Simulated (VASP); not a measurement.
A run of VASP 6.6.1 is set up as follows.

File INCAR:

```
PREC = Accurate
ENCUT = 520
EDIFF = 1E-7
ISMEAR = 0
SIGMA = 0.1
LREAL = False
LASPH = True
NELM = 150
ALGO = Normal
ISIF = 2
LWAVE = False
LCHARG = False
ISPIN = 2
MAGMOM = 0 1 0 0 0
LORBIT = 11
LMAXMIX = 4
GGA = PE
NBANDS = 30
```

The input KPOINTS:

```
regular mesh
0
Gamma
  6 6 4
```

File POSCAR:

```
BeRhS3
1.0
    4.3436964400      0.0000000000      0.0000000000
   -2.1718482200      3.7617514600      0.0000000000
    0.0000000000      0.0000000000      6.3685442800
Be Rh S
1 1 3
Direct
    0.0000000000      0.0000000000      0.5000000000
    0.0000000000      0.0000000000      0.0000000000
    0.5000000000      0.0000000000      0.5000000000
    0.0000000000      0.5000000000      0.5000000000
    0.5000000000      0.5000000000      0.5000000000
```

Potentials or basis: VASP PAW PBE potentials, release 64 (Be, Rh_pv, S).

Run with:

```bash
$ cat potpaw_PBE.64/Be/POTCAR potpaw_PBE.64/Rh_pv/POTCAR potpaw_PBE.64/S/POTCAR > POTCAR
$ mpirun -np 1 vasp_std > vasp.out
```

What does it give for the net moment?

1.67 μB per cell.

What does it give for the pressure?

15.3 GPa.

Predict the site moments.

Be +0.02; Rh +1.36; S +0.03 μB.

Stress tensor (GPa, compression positive):
```
26.32  0.00  0.00
 0.00 26.32  0.00
 0.00  0.00 -6.62
```

Caveat: the cell stands under pressure.
